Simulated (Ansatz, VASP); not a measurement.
## One calculation of Mo, two programs

```
Mo
1.0
     2.77211    0.00000    0.00000
    -1.38605    2.40071    0.00000
     0.00000    0.00000    2.52412
Mo
1
Cartesian
  0.0000 0.0000 0.0000
```

Change from the starting cell: volume scaled by 1, norm-conserving files.

Alike in both runs: task single point; functional PBE; k mesh 18 × 18 × 16; occupations fermi-dirac, width 0.08 eV; no spin polarisation.

|  | VASP | Ansatz |
| --- | --- | --- |
| version | VASP 6.6.1 | Ansatz 0.2.0 |
| potentials or method | VASP PAW PBE potentials, release 64 (Mo_sv) | norm-conserving pseudopotentials, scalar-relativistic |
| plane-wave cutoff (eV) | 520 | 1088 |
| valence electrons in the cell | 14 | 14 |

```csv
,VASP,Ansatz,Ansatz less VASP
pressure (GPa),0.5,0.0,-0.46
"traceless stress, the component that is largest in VASP (GPa)",0.18,-0.04,-0.221
```
